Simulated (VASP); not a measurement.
# Pt (P6_3/mmc) in VASP: further runs, part 2 of 2

VASP 6.6.1. Earlier steps stand in the parts before.

## (4) Single point, LDA, collinear spin (16.19 Å³/atom)

This run uses another cell than the first one, of 16.19 Å³/atom.

INCAR

```
SYSTEM = Pt
ALGO = Normal ; EDIFF = 1E-6
ENCUT = 520 ; ISIF = 2
ISMEAR = 0 ; ISPIN = 2
LASPH = .True. ; LCHARG = .False.
LMAXMIX = 4 ; LORBIT = 11
LREAL = .False. ; LWAVE = .False.
MAGMOM = 0.2 0.2 ; NBANDS = 21
NELM = 150 ; NUPDOWN = 0.4
PREC = Accurate ; SIGMA = 0.15
```

KPOINTS

```
k-points
0
Gamma
  21 21 10
  0 0 0
```

POSCAR

```
Pt
1.0
    2.7872338290      0.0000000000      0.0000000000
   -1.3936169145      2.4138153022      0.0000000000
    0.0000000000      0.0000000000      4.8128176121
Pt
2
Direct
    0.6666666667      0.3333333333      0.7500000000
    0.3333333333      0.6666666667      0.2500000000
```

Potentials or basis: VASP PAW LDA potentials, release 64 (Pt).

The run is started by

```console
$ cat potpaw_LDA.64/Pt/POTCAR > POTCAR
$ mpirun -np 1 vasp_std > vasp.out
```

OUTCAR:

```text
SYSTEM = Pt
   EDIFF = 1E-6
   ENCUT = 520
   ISIF = 2
   ISMEAR = 0
   ISPIN = 2
   LASPH = .True.
   LORBIT = 11
   LREAL = .False.
   NELM = 150
   NUPDOWN = 0.4
   PREC = Accurate

 ion  position               nearest neighbor table
   1  0.667  0.333  0.750-   2 2.89   2 2.89   2 2.89   2 2.89   2 2.89   2 2.89
   2  0.333  0.667  0.250-   1 2.89   1 2.89   1 2.89   1 2.89   1 2.89   1 2.89

  LATTYP: Found a hexagonal cell.
 ALAT       =     2.7872338290
 C/A-ratio  =     1.7267362221

  Lattice vectors:

 A1 = (   2.7872338290,   0.0000000000,   0.0000000000)
 A2 = (  -1.3936169145,   2.4138153022,   0.0000000000)
 A3 = (   0.0000000000,   0.0000000000,   4.8128176121)

Analysis of symmetry for initial positions (statically):
=====================================================================
 Subroutine PRICEL returns:
 Original cell was already a primitive cell.

 Routine SETGRP: Setting up the symmetry group for a
 hexagonal supercell.

 Subroutine GETGRP returns: Found 24 space group operations
 (whereof 12 operations were pure point group operations)
 out of a pool of 24 trial point group operations.

The static configuration has the point symmetry D_3d.
 The point group associated with its full space group is D_6h.

Analysis of symmetry for dynamics (positions and initial velocities):
=====================================================================
 Subroutine PRICEL returns:
 Original cell was already a primitive cell.

 Routine SETGRP: Setting up the symmetry group for a
 hexagonal supercell.

 Subroutine GETGRP returns: Found 24 space group operations
 (whereof 12 operations were pure point group operations)
 out of a pool of 24 trial point group operations.

The dynamic configuration has the point symmetry D_3d.
 The point group associated with its full space group is D_6h.

Analysis of structural, dynamic, and magnetic symmetry:
=====================================================================
 Subroutine PRICEL returns:
 Original cell was already a primitive cell.

 Routine SETGRP: Setting up the symmetry group for a
[... 152 lines left out ...]
  free energy    TOTEN  =       -14.71840428 eV

  energy without entropy =      -14.67346228  energy(sigma->0) =      -14.69593328

 E-fermi :   9.7509     XC(G=0): -13.2748

 val. band max:        9.8235439767   @ k =   0.4286   0.0476   0.0000
 cond. band min:       9.7519636308   @ k =   0.4762   0.0000   0.1000
 fundamental gap:     -0.0715803459
 Fermi energy:         9.8250377051

 spin component 1

 k-point     1 :       0.0000    0.0000    0.0000
  band No.  band energies     occupation
      1       0.3085      1.00000
      2       2.9227      1.00000
      3       5.9540      1.00000
      4       6.4375      1.00000
      5       6.4375      1.00000
      6       6.7938      1.00000
[... 565 lines left out ...]
     20      30.4107      0.00000
     21      31.1260      0.00000

 [... further k-points ...]

 spin component 2

 k-point     1 :       0.0000    0.0000    0.0000
  band No.  band energies     occupation
      1       0.3501      1.00000
      2       3.0001      1.00000
      3       6.0695      1.00000
      4       6.5447      1.00000
      5       6.5447      1.00000
      6       6.9034      1.00000
[... 565 lines left out ...]
     20      30.4588      0.00000
     21      31.1812      0.00000

 [... further k-points ...]

------------------------ aborting loop because EDIFF is reached ----------------------------------------

  FORCE on cell =-STRESS in cart. coord.  units (eV):
  Direction    XX          YY          ZZ          XY          YZ          ZX
  --------------------------------------------------------------------------------------
  -------------------------------------------------------------------------------------
  Total       -4.0704284     -4.0704284     -3.8814379      0.0000000     -0.0000000      0.0000000
  in kB     -201.4066726   -201.4066726   -192.0553360      0.0000000     -0.0000000      0.0000000
  external PRESSURE =    -198.2895604 kB  Pullay stress =       0.0000000 kB

 VOLUME and BASIS-vectors are now :
 -----------------------------------------------------------------------------
  energy-cutoff  :      520.00
  volume of cell :       32.38
      direct lattice vectors                 reciprocal lattice vectors
     2.787233829  0.000000000  0.000000000     0.358778653  0.207140952  0.000000000
    -1.393616914  2.413815302  0.000000000     0.000000000  0.414281904  0.000000000
     0.000000000  0.000000000  4.812817612     0.000000000  0.000000000  0.207778495

 POSITION                                       TOTAL-FORCE (eV/Angst)
 -----------------------------------------------------------------------------------
      1.39362      0.80461      3.60961         0.000000     -0.000000      0.000000
     -0.00000      1.60921      1.20320        -0.000000      0.000000      0.000000
 -----------------------------------------------------------------------------------
    total drift:                               -0.000000      0.000000     -0.000000

  FREE ENERGIE OF THE ION-ELECTRON SYSTEM (eV)
  ---------------------------------------------------
  free  energy   TOTEN  =       -14.7184042817 eV

  energy  without entropy=      -14.6734622757  energy(sigma->0) =      -14.69593328

 total charge

# of ion       s       p       d       tot
------------------------------------------
    1        0.606   0.528   8.003   9.137
    2        0.606   0.528   8.003   9.137
--------------------------------------------------
tot          1.213   1.056  16.006  18.274

 magnetization (x)

# of ion       s       p       d       tot
------------------------------------------
    1        0.001  -0.001   0.196   0.197
    2        0.001  -0.001   0.196   0.197
--------------------------------------------------
tot          0.002  -0.001   0.393   0.394
```

OSZICAR:

```text
N       E                     dE             d eps       ncg     rms          rms(c)
DAV:   1     0.103049403331E+03    0.10305E+03   -0.96881E+03 24208   0.886E+02
DAV:   2    -0.131401171592E+02   -0.11619E+03   -0.10908E+03 27557   0.217E+02
DAV:   3    -0.155931674144E+02   -0.24531E+01   -0.24255E+01 28483   0.306E+01
DAV:   4    -0.156063309305E+02   -0.13164E-01   -0.13162E-01 27752   0.244E+00
DAV:   5    -0.156064759663E+02   -0.14504E-03   -0.14503E-03 28728   0.269E-01    0.154E+01
DAV:   6    -0.147926841761E+02    0.81379E+00   -0.10756E+00 25892   0.834E+00    0.794E+00
DAV:   7    -0.147262468970E+02    0.66437E-01   -0.12102E-01 28033   0.278E+00    0.317E+00
DAV:   8    -0.147185730749E+02    0.76738E-02   -0.90735E-03 27047   0.680E-01    0.103E+00
DAV:   9    -0.147184278558E+02    0.14522E-03   -0.42303E-04 29123   0.148E-01    0.223E-01
DAV:  10    -0.147184034896E+02    0.24366E-04   -0.40839E-05 27076   0.458E-02    0.395E-02
DAV:  11    -0.147184042817E+02   -0.79209E-06   -0.18411E-06 24406   0.871E-03
   1 F= -.14718404E+02 E0= -.14695933E+02  d E =-.449420E-01  mag=     0.4000
```

stdout:

```text
POSCAR found type information on POSCAR Pt
 POSCAR found :  1 types and       2 ions
 scaLAPACK will be used
 LDA part: xc-table for (Slater(with rela. corr.)+CA(PZ))
 , standard interpolation
 POSCAR, INCAR and KPOINTS ok, starting setup
 FFT: planning ... GRIDC
 FFT: planning ... GRID_SOFT
 FFT: planning ... GRID
 WAVECAR not read
 entering main loop
```

Run time: 3.7 min. Hardware: 1 thread of Intel Xeon Platinum 8259CL at 2.50GHz (Skylake/Cascade Lake), shared host; peak memory 0.35 GiB.

What came out:

```yaml
Free_energy: -14.7184 eV
Pressure: -19.8 GPa
Net_moment: 0.40 μB per cell
Site_moments: Pt +0.20 μB
Valence_electrons_inside_the_program's_atomic_spheres: Pt 9.14
```

Stress tensor (GPa, compression positive):
```
-20.14   0.00   0.00
  0.00 -20.14   0.00
  0.00   0.00 -19.21
```

Caveat: the cell stands under tension; spin-orbit coupling is left out, which moves the levels of the heavy elements; the total moment is fixed, so each spin has its own Fermi level and the state may be an excited one.

## (5) Summary

| fixed moment (μB) | cell | pressure (GPa) | moment (μB) |
| --- | --- | --- | --- |
| 0.2 | a = 2.667, b = 2.667, c = 4.605 Å, angles 90.0, 90.0, 120.0°, 2 atoms | 16.9 | 0.20 |
| 0.8 | a = 2.787, b = 2.787, c = 4.813 Å, angles 90.0, 90.0, 120.0°, 2 atoms | -19.4 | 0.80 |
| 0.4 | a = 2.787, b = 2.787, c = 4.813 Å, angles 90.0, 90.0, 120.0°, 2 atoms | -19.8 | 0.40 |

Alike in all rows: task single point; level LDA; potentials or basis VASP PAW LDA potentials, release 64 (Pt); spin collinear; k mesh 21 × 21 × 10; cutoff (eV) 520; smearing gaussian 0.15 eV.

Caveats: spin-orbit coupling is left out, which moves the levels of the heavy elements; the total moment is fixed, so each spin has its own Fermi level and the state may be an excited one; the cell stands under tension (at least some runs); the cell stands under pressure (at least some runs).

Absolute energies hang on the potentials; compare differences alone.
